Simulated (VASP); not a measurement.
Input of a VASP 6.6.1 run:

Contents of INCAR:

```
SYSTEM = NiO
PREC = Accurate
ENCUT = 600
EDIFF = 1E-6
ISMEAR = 0
SIGMA = 0.05
LREAL = .FALSE.
LASPH = .TRUE.
NELM = 200
ALGO = Normal
ISIF = 2
LWAVE = .FALSE.
LCHARG = .FALSE.
ISPIN = 2
MAGMOM = 1.89 0.22
LORBIT = 11
LMAXMIX = 4
LDAU = .TRUE.
LDAUTYPE = 2
LDAUL = 2 -1
LDAUU = 6.2 0
LDAUJ = 0 0
LDAUPRINT = 1
GGA = PE
IVDW = 13
NBANDS = 19
GGA_COMPAT = .FALSE.
```

File KPOINTS:

```
regular mesh
0
G
  10 10 10
  0 0 0
```

The input POSCAR:

```
NiO
1.0
    0.0000000000      2.0887075867      2.0887075867
    2.0887075867      0.0000000000      2.0887075867
    2.0887075867      2.0887075867      0.0000000000
Ni O
1 1
Direct
    0.0000000000      0.0000000000      0.0000000000
    0.5000000000      0.5000000000      0.5000000000
```

Potentials or basis: VASP PAW PBE potentials, release 64 (Ni, O).

Run with:

```console
$ cat potpaw_PBE.64/Ni/POTCAR potpaw_PBE.64/O/POTCAR > POTCAR
$ mpirun -np 1 vasp_std > vasp.out
```

Estimate the band gap on the k mesh.

2.52 eV (least direct gap 3.17 eV).

Estimate the dispersion energy per atom.

-0.308 eV.

Estimate the pressure.

-2.0 GPa.

Eigenvalues of the final occupation matrices:
```
    site  spin  trace               eigenvalues
site 1 d     1   5.03  0.98 0.98 0.98 1.04 1.04
site 1 d     2   3.23  0.14 0.14 0.98 0.98 0.98
```

Caveat: a cell with one magnetic atom can't hold antiferromagnetic order, which such compounds often take. The state reached can hang on the start; a lower one may exist.
